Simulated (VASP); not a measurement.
Write the native input for VASP 6.6.1 that does the following.

| Item | Value |
| --- | --- |
| Task | single point |
| Functional | PBE |
| Potentials or basis | VASP PAW PBE potentials, release 64 (Zr_sv, Sc_sv, F) |
| Cutoff | 520 eV |
| k mesh | 12 × 8 × 6 |
| Occupations | gaussian, width 0.1 eV |
| Spin | no spin polarisation |
| Dipole correction | no |
| Further INCAR settings | ALGO = Normal; EDIFF = 1e-07; NBANDS = 38 |

The structure of ZrSc3F2 lies in POSCAR:

```
ZrSc3F2
1.0
    2.9698878708      0.0000000000      0.0000000000
    0.0000000000      5.2618406832      0.0000000000
    0.0000000000      0.0000000000      8.2488394613
Zr Sc F
1 3 2
Direct
    0.5000000000      0.0000000000      0.0000000000
    0.0000000000      0.0000000000      0.3257598390
    0.0000000000      0.0000000000      0.6742401610
    0.0000000000      0.5000000000      0.0000000000
    0.5000000000      0.7798988554      0.5000000000
    0.5000000000      0.2201011446      0.5000000000
```

The cell was built from a structure type or drawn by symmetry, and may not be a known phase.

One way to write it, as run:

INCAR

```
PREC     = Accurate       # precision mode
ENCUT    = 520            # plane-wave cutoff, eV
EDIFF    = 1E-7           # SCF threshold, eV
ISMEAR   = 0              # smearing method
SIGMA    = 0.1            # smearing width, eV
LREAL    = False          # projectors in reciprocal space
LASPH    = True           # aspherical terms in the spheres
NELM     = 100            # most SCF steps
ALGO     = Normal         # electronic algorithm
ISIF     = 2              # what is computed and relaxed
LWAVE    = False          # write WAVECAR
LCHARG   = False          # write CHGCAR
GGA      = PE             # functional
NBANDS   = 38             # bands
```

KPOINTS

```
regular mesh
0
Gamma
  12 8 6
```

Potentials or basis: VASP PAW PBE potentials, release 64 (Zr_sv, Sc_sv, F).

Command:

```sh
$ cat potpaw_PBE.64/Zr_sv/POTCAR potpaw_PBE.64/Sc_sv/POTCAR potpaw_PBE.64/F/POTCAR > POTCAR
$ mpirun -np 1 vasp_std > vasp.out
```

Results of the run:

```json
{
 "Pressure": "0.1 GPa",
 "Largest force": "0.050 eV/Å",
 "Band gap on the k mesh": "zero (an odd number of electrons rules out a gap without spin polarisation)"
}
```

Caveat: an odd number of electrons without spin polarisation forces a metal; a magnetic or distorted state may lie lower.

Run time: 9.7 min on 1 thread of Intel(R) Xeon(R) Platinum 8488C (Sapphire Rapids) (shared host), peak memory 0.68 GiB.
